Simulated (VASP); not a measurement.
Wanted: the native input for a VASP 6.6.1 run.

- Task: single point
- Functional: PBE
- Potentials or basis: VASP PAW PBE potentials, release 64 (Pb_d)
- Cutoff: 520 eV
- k mesh: 13 × 13 × 13
- Occupations: fermi-dirac, width 0.05 eV
- Spin: no spin polarisation
- Dipole correction: no
- Further INCAR settings: ALGO = Normal; EDIFF = 1e-06; NBANDS = 13

The structure of Pb lies in POSCAR:

```
Pb
1.0
    0.0000000000      2.5152162699      2.5152162699
    2.5152162699      0.0000000000      2.5152162699
    2.5152162699      2.5152162699      0.0000000000
Pb
1
Direct
    0.0000000000      0.0000000000      0.0000000000
```

These files were run (other wordings do the same):

INCAR

```
SYSTEM = Pb
ALGO = Normal ; EDIFF = 1E-6
ENCUT = 520 ; GGA = PE
ISIF = 2 ; ISMEAR = -1
LASPH = .True. ; LCHARG = .False.
LREAL = .False. ; LWAVE = .False.
NBANDS = 13 ; NELM = 100
PREC = Accurate ; SIGMA = 0.05
```

KPOINTS

```
k-points
0
Gamma
  13 13 13
  0 0 0
```

Potentials or basis: VASP PAW PBE potentials, release 64 (Pb_d).

Command:

```bash
$ cat potpaw_PBE.64/Pb_d/POTCAR > POTCAR
$ mpirun -np 1 vasp_std > vasp.out
```

Results of the run:

```
Pressure               : 0.2 GPa
Band gap on the k mesh : zero (band 7 reaches 13.79 eV, above the bottom of band 8 at 5.18 eV)
```

Caveat: spin-orbit coupling is left out, which moves the levels of the heavy elements.

It took 17 s on 1 thread of Intel(R) Xeon(R) Platinum 8488C (Sapphire Rapids) (shared host), peak memory 0.17 GiB.
